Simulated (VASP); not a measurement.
A run of VASP 6.6.1 is set up as follows.

Contents of INCAR:

```
ALGO = Normal ; EDIFF = 1E-6
ENCUT = 520 ; GGA = CA
ISIF = 2 ; ISMEAR = -1
LASPH = True ; LCHARG = False
LREAL = False ; LWAVE = False
NBANDS = 12 ; NELM = 60
PREC = Accurate ; SIGMA = 0.1
```

The input KPOINTS:

```
k-points
0
Gamma
  21 21 21
```

POSCAR

```
Zr
1.0
   -1.7438050176      1.7438050176      1.7438050176
    1.7438050176     -1.7438050176      1.7438050176
    1.7438050176      1.7438050176     -1.7438050176
Zr
1
Direct
    0.0000000000      0.0000000000      0.0000000000
```

Potentials or basis: VASP PAW LDA potentials, release 64 (Zr_sv).

Command:

```console
$ cat potpaw_LDA.64/Zr_sv/POTCAR > POTCAR
$ mpirun -np 1 vasp_std > vasp.out
```

(1) What does it give for the band gap on the k mesh?

(2) What does it give for the pressure?

## Answers

(1) zero (band 6 reaches 10.70 eV, above the bottom of band 7 at 8.88 eV).

(2) -0.1 GPa.
